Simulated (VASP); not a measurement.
# Si4W (Im-3m) in VASP: notebook, part 2 of 2

VASP 6.6.1. The steps go on from the part before.

## (3) Single point, PBE

This run uses another cell than the first one, of 17.67 Å³/atom, 1.120 times its volume.

INCAR reads:

```
SYSTEM = Si4W
  PREC = Accurate
  ENCUT = 520
  EDIFF = 1E-7
  ISMEAR = 0
  SIGMA = 0.1
  LREAL = .FALSE.
  LASPH = .TRUE.
  NELM = 100
  ALGO = Normal
  ISIF = 2
  LWAVE = .FALSE.
  LCHARG = .FALSE.
  GGA = PE
  NBANDS = 23
```

KPOINTS reads:

```
regular mesh
0
G
  4 4 4
  0 0 0
```

POSCAR reads:

```
Si4W
1.0
   -2.8055392772      2.8055392772      2.8055392772
    2.8055392772     -2.8055392772      2.8055392772
    2.8055392772      2.8055392772     -2.8055392772
Si W
4 1
Direct
    0.5000000000      0.5000000000      0.5000000000
    0.0000000000      0.0000000000      0.5000000000
    0.0000000000      0.5000000000      0.0000000000
    0.5000000000      0.0000000000      0.0000000000
    0.0000000000      0.0000000000      0.0000000000
```

Potentials or basis: VASP PAW PBE potentials, release 64 (Si, W_sv).

On the command line:

```bash
cat potpaw_PBE.64/Si/POTCAR potpaw_PBE.64/W_sv/POTCAR > POTCAR
mpirun -np 1 vasp_std > vasp.out
```

OUTCAR:

```text
SYSTEM = Si4W
   PREC = Accurate
   ENCUT = 520
   EDIFF = 1E-7
   ISMEAR = 0
   LREAL = .FALSE.
   LASPH = .TRUE.
   NELM = 100
   ISIF = 2
   GGA = PE

 ion  position               nearest neighbor table
   1  0.500  0.500  0.500-   5 2.43   5 2.43   4 2.81   2 2.81   4 2.81   3 2.81   2 2.81   3 2.81

   2  0.000  0.000  0.500-   5 2.43   5 2.43   4 2.81   1 2.81   3 2.81   3 2.81   4 2.81   1 2.81

   3  0.000  0.500  0.000-   5 2.43   5 2.43   4 2.81   1 2.81   2 2.81   2 2.81   1 2.81   4 2.81

   4  0.500  0.000  0.000-   5 2.43   5 2.43   3 2.81   1 2.81   1 2.81   2 2.81   2 2.81   3 2.81

   5  0.000  0.000  0.000-   1 2.43   2 2.43   3 2.43   4 2.43   2 2.43   3 2.43   4 2.43   1 2.43
[... 393 lines left out ...]
  -------------------------------------------------------------------------------------
  Total        0.1866449      0.1866449      0.1866449     -0.0000000     -0.0000000      0.0000000
  in kB        3.3854591      3.3854591      3.3854591     -0.0000000     -0.0000000      0.0000000
  external PRESSURE =       3.3854591 kB  Pullay stress =       0.0000000 kB

 VOLUME and BASIS-vectors are now :
 -----------------------------------------------------------------------------
  energy-cutoff  :      520.00
  volume of cell :       88.33
      direct lattice vectors                 reciprocal lattice vectors
    -2.805539277  2.805539277  2.805539277     0.000000000  0.178218856  0.178218856
     2.805539277 -2.805539277  2.805539277     0.178218856  0.000000000  0.178218856
     2.805539277  2.805539277 -2.805539277     0.178218856  0.178218856  0.000000000

 POSITION                                       TOTAL-FORCE (eV/Angst)
 -----------------------------------------------------------------------------------
      1.40277      1.40277      1.40277        -0.000000     -0.000000     -0.000000
      1.40277      1.40277     -1.40277        -0.000000      0.000000      0.000000
      1.40277     -1.40277      1.40277        -0.000000     -0.000000      0.000000
     -1.40277      1.40277      1.40277         0.000000     -0.000000     -0.000000
      0.00000      0.00000      0.00000        -0.000000     -0.000000     -0.000000
 -----------------------------------------------------------------------------------
    total drift:                               -0.000000     -0.000000     -0.000000

  FREE ENERGIE OF THE ION-ELECTRON SYSTEM (eV)
  ---------------------------------------------------
  free  energy   TOTEN  =       -32.6952422856 eV

  energy  without entropy=      -32.6810191287  energy(sigma->0) =      -32.68813071
```

OSZICAR:

```text
N       E                     dE             d eps       ncg     rms          rms(c)
DAV:   1     0.160156503681E+03    0.16016E+03   -0.13475E+04   368   0.120E+03
DAV:   2    -0.263095145386E+02   -0.18647E+03   -0.17744E+03   424   0.288E+02
DAV:   3    -0.333433112629E+02   -0.70338E+01   -0.67450E+01   461   0.499E+01
DAV:   4    -0.334638231818E+02   -0.12051E+00   -0.12027E+00   460   0.682E+00
DAV:   5    -0.334659654796E+02   -0.21423E-02   -0.21420E-02   453   0.949E-01    0.281E+01
DAV:   6    -0.329182894281E+02    0.54768E+00   -0.87027E-01   418   0.713E+00    0.121E+01
DAV:   7    -0.327482574484E+02    0.17003E+00   -0.48871E-01   418   0.339E+00    0.389E+00
DAV:   8    -0.326956688122E+02    0.52589E-01   -0.15078E-01   417   0.274E+00    0.460E-01
DAV:   9    -0.326957365665E+02   -0.67754E-04   -0.16891E-02   497   0.672E-01    0.487E-01
DAV:  10    -0.326952676425E+02    0.46892E-03   -0.38878E-03   425   0.472E-01    0.752E-02
DAV:  11    -0.326952418950E+02    0.25748E-04   -0.28370E-04   466   0.122E-01    0.228E-02
DAV:  12    -0.326952430275E+02   -0.11325E-05   -0.20050E-05   438   0.272E-02    0.101E-02
DAV:  13    -0.326952421397E+02    0.88787E-06   -0.34247E-06   460   0.126E-02    0.673E-03
DAV:  14    -0.326952423478E+02   -0.20812E-06   -0.70873E-07   431   0.440E-03    0.153E-03
DAV:  15    -0.326952422856E+02    0.62186E-07   -0.53358E-08   317   0.172E-03
   1 F= -.32695242E+02 E0= -.32688131E+02  d E =-.142232E-01
```

stdout:

```text
POSCAR found type information on POSCAR SiW
 POSCAR found :  2 types and       5 ions
 scaLAPACK will be used
 LDA part: xc-table for (Slater+PW92), standard interpolation
 POSCAR, INCAR and KPOINTS ok, starting setup
 FFT: planning ... GRIDC
 FFT: planning ... GRID_SOFT
 FFT: planning ... GRID
 WAVECAR not read
 entering main loop
```

It took 18 s on 1 thread of Intel Xeon Platinum 8488C (Sapphire Rapids), shared host; peak memory 0.2 GiB.

Results:

```yaml
Free_energy: -32.6952 eV
Pressure: 0.3 GPa
Band_gap_on_the_k_mesh: zero (band 15 reaches 9.48 eV, above the bottom of band 16 at 5.64 eV)
```

Levels at points of the mesh, in eV from the Fermi level:
```
           k point  band 13  band 14  band 15  band 16  band 17  band 18
(0.00, 0.00, 0.00)    -3.05    -3.05    -2.51    -2.51     1.08     2.41
(0.50, 0.00, 0.00)    -3.36    -1.14    -0.09     0.81     0.98     1.26
(0.50, 0.50, 0.50)    -4.60    -1.32     1.33     1.33     2.93     2.93
```

Caveat: the k points lie up to 0.40 Å⁻¹ apart; spin-orbit coupling is left out, which moves the levels of the heavy elements.

## (4) Relaxation of cell and atoms, PBE

INCAR reads:

```
SYSTEM = Si4W
PREC = Accurate ; ENCUT = 600
EDIFF = 1E-6 ; ISMEAR = 0
SIGMA = 0.1 ; LREAL = .False.
LASPH = .True. ; NELM = 100
ALGO = Normal ; ISIF = 3
LWAVE = .False. ; LCHARG = .False.
GGA = PE ; IBRION = 2
NSW = 90 ; EDIFFG = -0.04
```

KPOINTS reads:

```
regular mesh
0
Gamma
  4 4 4
  0 0 0
```

POSCAR, as its differences from that of step 3:

```diff
@@ -2,5 +2,5 @@
 1.0
-   -2.8055392772      2.8055392772      2.8055392772
-    2.8055392772     -2.8055392772      2.8055392772
-    2.8055392772      2.8055392772     -2.8055392772
+   -2.7011715900      2.7011715900      2.7011715900
+    2.7011715900     -2.7011715900      2.7011715900
+    2.7011715900      2.7011715900     -2.7011715900
 Si W
```

On the command line:

```bash
cat potpaw_PBE.64/Si/POTCAR potpaw_PBE.64/W_sv/POTCAR > POTCAR
mpirun -np 1 vasp_std > vasp.out
```

It took 77 s on 1 thread of Intel Xeon Platinum 8488C (Sapphire Rapids), shared host; peak memory 0.24 GiB.

The run converged. Its results:

```
Free energy                            : -32.6949 eV
Relaxed volume                         : 17.71 Å³/atom
Relaxed cell                           : a = 4.863 Å, b = 4.863 Å, c = 4.863 Å, α = 109.47°, β = 109.47°, γ = 109.47°
Space group after relaxing (to 0.05 Å) : Im-3m (No. 229)
Energy gained by relaxing              : 107.4 meV/atom
Ionic steps                            : 5
Pressure after relaxing                : 0.1 GPa
Band gap on the k mesh                 : zero (band 15 reaches 9.45 eV, above the bottom of band 16 at 5.62 eV)
```

Step by step:
| step | energy change (eV) | largest force (eV/Å) | pressure (GPa) | volume (Å³) |
| --- | --- | --- | --- | --- |
| 1 | 0.0000 | 0.0000 | 19.66 | 78.83 |
| 2 | -0.0241 | 0.0000 | -11.59 | 103.03 |
| 3 | -0.5321 | 0.0000 | -1.24 | 89.80 |
| 4 | -0.5363 | 0.0000 | -0.50 | 89.03 |
| 5 | -0.5371 | 0.0000 | 0.07 | 88.55 |

Final structure:
```
Si W
1.0
    -2.80781    2.80781    2.80781
     2.80781   -2.80781    2.80781
     2.80781    2.80781   -2.80781
Si W
4 1
Cartesian
  1.4039 1.4039 1.4039
  1.4039 1.4039 -1.4039
  1.4039 -1.4039 1.4039
  -1.4039 1.4039 1.4039
  0.0000 0.0000 0.0000
```

Levels at points of the mesh, in eV from the Fermi level:
| k point | band 11 | band 12 | band 13 | band 14 | band 15 | band 16 | band 17 | band 18 | band 19 |
| --- | --- | --- | --- | --- | --- | --- | --- | --- | --- |
| (0.00, 0.00, 0.00) | -3.30 | -3.04 | -3.04 | -3.04 | -2.50 | -2.50 | 1.08 | 2.40 | 2.40 |
| (0.50, 0.00, 0.00) | -3.87 | -3.72 | -3.35 | -1.14 | -0.09 | 0.81 | 0.98 | 1.26 | 2.22 |
| (0.50, 0.50, 0.50) | -4.59 | -4.59 | -4.59 | -1.34 | 1.33 | 1.33 | 2.92 | 2.92 | 2.92 |

Caveat: the k points lie up to 0.40 Å⁻¹ apart in the final cell; spin-orbit coupling is left out, which moves the levels of the heavy elements.

## (5) Summary

| task | cell | cutoff (eV) | gap on the mesh (eV) | pressure (GPa) |
| --- | --- | --- | --- | --- |
| single point | a = 4.679 Å, angles 109.5°, 5 atoms | 520 | none | 19.6 |
| single point | a = 4.859 Å, angles 109.5°, 5 atoms | 520 | none | 0.3 |
| relaxation of cell and atoms | relaxed from a = 4.679 Å, angles 109.5°, 5 atoms | 600 | none | 0.1 |

Alike in all rows: level PBE; potentials or basis VASP PAW PBE potentials, release 64 (Si, W_sv); no spin polarisation; k mesh 4 × 4 × 4; smearing gaussian 0.1 eV.

Caveats: all runs use coarse meshes; spin-orbit coupling is left out, which moves the levels of the heavy elements.

Absolute energies hang on the potentials; compare differences alone.
